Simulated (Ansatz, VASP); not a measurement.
# CdSe in VASP and in Ansatz

```xyz
2
Lattice="0.0000 2.8740 2.8740 2.8740 0.0000 2.8740 2.8740 2.8740 0.0000" Properties=species:S:1:pos:R:3 pbc="T T T"
Cd    0.0000    0.0000    0.0000
Se    2.8740    2.8740    2.8740
```

Alike in both runs: task single point; functional PBEsol; k mesh 4 × 4 × 4; occupations gaussian, width 0.1 eV; no spin polarisation.

```csv
,VASP,Ansatz
version,VASP 6.6.1,Ansatz 0.2.0
potentials or method,"VASP PAW PBE potentials, release 64 (Cd, Se), cutoff 500 eV","scalar-relativistic, plane waves, PAW"
valence electrons in the cell,18,36
```

Ansatz gave:

```
gap on the k mesh at the Fermi level (eV) : none
pressure (GPa)                            : -3.4
```

Question: What did VASP give for the same quantities?

Answer: gap on the k mesh at the Fermi level (eV): none; pressure (GPa): -3.0.

VASP's potentials were made for PBE, not for PBEsol. A gap of «none» marks a metal or a gap that the smearing closes. The functional is the same, so the differences come from potentials, cutoffs and numerics. VASP's potentials hold 18 valence electrons a cell and Ansatz's 36, so a difference there can come from the potentials and not from the codes.

The k mesh is coarse, so the values compare programs but aren't converged.
